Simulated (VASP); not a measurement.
Wanted: the native input for a VASP 6.6.1 run.

```yaml
Task: single point
Functional: PBE
Potentials_or_basis: VASP PAW PBE potentials, release 64 (Ge_d, Sb, Te)
Cutoff: 520 eV
k_mesh: 1 × 1 × 1
Occupations: gaussian, width 0.05 eV
Spin: no spin polarisation
Dipole_correction: no
Further_INCAR_settings: LREAL = Auto; ALGO = Normal; EDIFF = 1e-07; NBANDS = 160
```

The structure of Ge2Sb2Te5 lies in POSCAR:

```
Ge2Sb2Te5
1.0
    6.8472950000      0.0000000000      6.8476090000
   -6.8309770000      6.1320120000      6.8476090000
   -6.8309770000     -6.1320120000      6.8476090000
Ge Sb Te
8 8 20
Direct
    0.4973430000      0.7568510000      0.7568510000
    0.4973430000      0.2568510000      0.2568510000
    0.9973430000      0.7568510000      0.2568510000
    0.9973430000      0.2568510000      0.7568510000
    0.2842870000      0.9517710000      0.9517710000
    0.2842870000      0.4517710000      0.4517710000
    0.7842870000      0.9517710000      0.4517710000
    0.7842870000      0.4517710000      0.9517710000
    0.1118700000      0.1527410000      0.1527410000
    0.1118700000      0.6527410000      0.6527410000
    0.6118700000      0.1527410000      0.6527410000
    0.6118700000      0.6527410000      0.1527410000
    0.4017080000      0.3430820000      0.8430820000
    0.4017080000      0.8430820000      0.3430820000
    0.9017080000      0.3430820000      0.3430820000
    0.9017080000      0.8430820000      0.8430820000
    0.3999590000      0.0985790000      0.0985790000
    0.3999590000      0.5985790000      0.5985790000
    0.8999590000      0.0985790000      0.5985790000
    0.8999590000      0.5985790000      0.0985790000
    0.2065190000      0.8016420000      0.8016420000
    0.2065190000      0.3016420000      0.3016420000
    0.7065190000      0.8016420000      0.3016420000
    0.7065190000      0.3016420000      0.8016420000
    0.0083240000      0.9990560000      0.9990560000
    0.0083240000      0.4990560000      0.4990560000
    0.5083240000      0.9990560000      0.4990560000
    0.5083240000      0.4990560000      0.9990560000
    0.2952880000      0.7004120000      0.2004120000
    0.2952880000      0.2004120000      0.7004120000
    0.7952880000      0.7004120000      0.7004120000
    0.7952880000      0.2004120000      0.2004120000
    0.0947020000      0.8958660000      0.3958660000
    0.0947020000      0.3958660000      0.8958660000
    0.5947020000      0.8958660000      0.8958660000
    0.5947020000      0.3958660000      0.3958660000
```

These files were run (other wordings do the same):

INCAR

```
SYSTEM = Ge2Sb2Te5
ALGO = Normal
EDIFF = 1E-7
ENCUT = 520
GGA = PE
ISIF = 2
ISMEAR = 0
LASPH = .True.
LCHARG = .False.
LREAL = Auto
LWAVE = .False.
NBANDS = 160
NELM = 100
PREC = Accurate
SIGMA = 0.05
```

KPOINTS

```
k-points
0
Gamma
  1 1 1
  0 0 0
```

Potentials or basis: VASP PAW PBE potentials, release 64 (Ge_d, Sb, Te).

Run with:

```bash
$ cat potpaw_PBE.64/Ge_d/POTCAR potpaw_PBE.64/Sb/POTCAR potpaw_PBE.64/Te/POTCAR > POTCAR
$ mpirun -np 1 vasp_gam > vasp.out
```

Results of the run:

```json
{
 "Pressure": "0.4 GPa",
 "Largest force": "0.665 eV/Å"
}
```

Caveat: the k points lie up to 0.65 Å⁻¹ apart.

Wall time 13 min on 1 thread of Intel Xeon 8259CL, on a shared host, peak memory 1 GiB.
